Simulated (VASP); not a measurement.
Here is a VASP 6.6.1 calculation.

The input POSCAR:

```
Pt
1.0
    2.7606656200      0.0000000000      0.0000000000
   -1.3803328100      2.3908065500      0.0000000000
    0.0000000000      0.0000000000      4.7921340000
Pt
2
Direct
    0.6666666667      0.3333333333      0.7500000000
    0.3333333333      0.6666666667      0.2500000000
```

File INCAR.step1:

```
PREC = Accurate ; ENCUT = 520
ISMEAR = 1 ; SIGMA = 0.2
LREAL = False ; LASPH = True
NELM = 60 ; NBANDS = 17
GGA = PE ; ALGO = Normal
EDIFF = 1E-4 ; LWAVE = True
LCHARG = False
```

File INCAR.step2:

```
PREC = Accurate ; ENCUT = 520
EDIFF = 1E-7 ; ISMEAR = 1
SIGMA = 0.2 ; LREAL = False
LASPH = True ; NELM = 60
ALGO = Normal ; ISIF = 2
LWAVE = False ; LCHARG = False
METAGGA = R2SCAN ; LMIXTAU = True
NBANDS = 17 ; ISTART = 1
```

File KPOINTS:

```
Automatic mesh
0
Gamma
  11 11 6
```

Potentials or basis: VASP PAW PBE potentials, release 64 (Pt).

Launch:

```sh
$ cat potpaw_PBE.64/Pt/POTCAR > POTCAR
$ cp INCAR.step1 INCAR
$ mpirun -np 1 vasp_std > vasp.out
$ cp INCAR.step2 INCAR
$ mpirun -np 1 vasp_std > vasp.out
```

Problem. What does it give for the pressure?

Solution. -5.8 GPa.

Problem. What does it give for the band gap on the k mesh?

Solution. Zero (band 10 reaches 10.51 eV, above the bottom of band 11 at 9.24 eV).

Stress tensor (GPa, compression positive):
```
-5.94  0.00  0.00
 0.00 -5.94  0.00
 0.00  0.00 -5.43
```

Caveat: the PAW data sets were made with another functional, which shifts forces and pressure a little; spin-orbit coupling is left out, which moves the levels of the heavy elements.
